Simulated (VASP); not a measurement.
Write the native input for VASP 6.6.1 that does the following.

- Task: electric field gradients
- Functional: PBE
- Potentials or basis: VASP PAW PBE potentials, release 64 (Fe)
- Cutoff: 520 eV
- k mesh: 16 × 16 × 16
- Occupations: fermi-dirac, width 0.05 eV
- Spin: collinear spin, ferromagnetic start
- Starting moments: [3.0] μB
- Dipole correction: no
- Further INCAR settings: ALGO = Normal; EDIFF = 1e-08; NBANDS = 14

The structure of Fe lies in POSCAR:

```
Fe
1.0
    0.0000000000      1.9154967481      1.9385464314
    1.4781880421      0.0000000000      1.9385464314
    1.4781880421      1.9154967481      0.0000000000
Fe
1
Direct
    0.0000000000      0.0000000000      0.0000000000
```

These files were run (other wordings do the same):

INCAR

```
PREC     = Accurate       # precision mode
ENCUT    = 520            # plane-wave cutoff, eV
EDIFF    = 1E-8           # SCF threshold, eV
ISMEAR   = -1             # smearing method
SIGMA    = 0.05           # smearing width, eV
LREAL    = F              # projectors in reciprocal space
LASPH    = T              # aspherical terms in the spheres
NELM     = 150            # most SCF steps
ALGO     = Normal         # electronic algorithm
ISIF     = 2              # what is computed and relaxed
LWAVE    = F              # write WAVECAR
LCHARG   = F              # write CHGCAR
ISPIN    = 2              # spin polarisation
MAGMOM   = 3              # initial moments
LORBIT   = 11             # projections on sites
LMAXMIX  = 4              # l up to which the mixer works
GGA      = PE             # functional
LEFG     = T            
NBANDS   = 14             # bands
```

KPOINTS

```
regular mesh
0
Gamma
  16 16 16
```

Potentials or basis: VASP PAW PBE potentials, release 64 (Fe).

The run is started by

```bash
$ cat potpaw_PBE.64/Fe/POTCAR > POTCAR
$ mpirun -np 1 vasp_std > vasp.out
```

It gave:

- Pressure: 7.6 GPa
- Net moment: 2.14 μB per cell
- Site moments: Fe +2.13 μB
- Largest electric field gradient by atom: Fe +8.3 V/Å²
- Valence electrons inside the program's atomic spheres: Fe 7.34

Caveat: the cell stands under pressure; without QUAD_EFG the Cq values of the log hold for a quadrupole moment of 1 mb, not for the nuclei.

Wall time 110 s on 1 thread of Intel(R) Xeon(R) 6975P-C (Granite Rapids) (shared host), peak memory 0.25 GiB.
